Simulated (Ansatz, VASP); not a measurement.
**One calculation of Mo, two programs**

The input INCAR:

```
SYSTEM = Mo
PREC = Accurate ; ENCUT = 520
EDIFF = 1E-6 ; ISMEAR = 0
SIGMA = 0.15 ; LREAL = .FALSE.
LASPH = .TRUE. ; NELM = 80
ALGO = Normal ; ISIF = 2
LWAVE = .FALSE. ; LCHARG = .FALSE.
NBANDS = 13
```

KPOINTS

```
Automatic mesh
0
G
  22 22 22
  0 0 0
```

File POSCAR:

```
Mo
1.0
   -1.5828573515      1.5828573515      1.5828573515
    1.5828573515     -1.5828573515      1.5828573515
    1.5828573515      1.5828573515     -1.5828573515
Mo
1
Direct
    0.0000000000      0.0000000000      0.0000000000
```

Input for Ansatz:

```yaml
crystal:
  lattice:
    - [-1.5828573515, 1.5828573515, 1.5828573515]
    - [1.5828573515, -1.5828573515, 1.5828573515]
    - [1.5828573515, 1.5828573515, -1.5828573515]
  atoms:
    - { symbol: Mo, position: [0.0, 0.0, 0.0] }
basis:
  ecutwfc: 420
kpoints:
  mp_grid: { grid: [22, 22, 22] }
hamiltonian:
  xc: lda
  pseudopotentials: { kind: paw, azcp: { folder: soft_1 } }
scf:
  occupations: { method: gaussian, width: 0.15 }
output:
  forces: true
  stress: true
  eigenvalues: true
```

Alike in both runs: task single point; functional LDA; k mesh 22 × 22 × 22; occupations gaussian, width 0.15 eV; no spin polarisation.

```csv
,VASP,Ansatz
version,VASP 6.6.1,Ansatz 0.2.0
potentials or method,"VASP PAW LDA potentials, release 64 (Mo_sv), cutoff 520 eV","scalar-relativistic, plane waves, PAW"
valence electrons in the cell,14,14
```

|  | VASP | Ansatz | Ansatz less VASP |
| --- | --- | --- | --- |
| gap on the k mesh at the Fermi level (eV) | none | none | - |
| pressure (GPa) | -12.6 | -13.6 | -0.97 |

Ansatz warns that its potentials were made for another functional, while VASP's fit it. LDA's correlation is that of Perdew and Zunger in VASP and of Perdew and Wang (1992) in Ansatz. A gap of «none» marks a metal or a gap that the smearing closes.
